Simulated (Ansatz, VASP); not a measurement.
ZrB2 in VASP and in Ansatz

```xyz
3
Lattice="3.1700 0.0000 0.0000 -1.5850 2.7453 0.0000 0.0000 0.0000 3.5330" Properties=species:S:1:pos:R:3 pbc="T T T"
Zr    0.0000    0.0000    0.0000
B     0.0000    1.8302    1.7665
B     1.5850    0.9151    1.7665
```

Alike in both runs: task relaxation of cell and atoms; functional RPBE; k mesh 10 × 10 × 8; no spin polarisation.

|  | VASP | Ansatz |
| --- | --- | --- |
| version | VASP 6.6.1 | Ansatz 0.2.0 |
| potentials or method | VASP PAW PBE potentials, release 64 (Zr_sv, B), cutoff 600 eV | plane waves, PAW |
| occupations | fermi-dirac, width 0.1 eV | fermi-dirac |
| valence electrons in the cell | 18 | 18 |

```tsv
	VASP	Ansatz	Ansatz less VASP
relaxed volume (Å³/atom)	10.44	10.44	-0.003
relaxed cell length with the largest relative difference (Å)	3.187	3.186	-0.0003
```

VASP's potentials were made for PBE, not for RPBE.
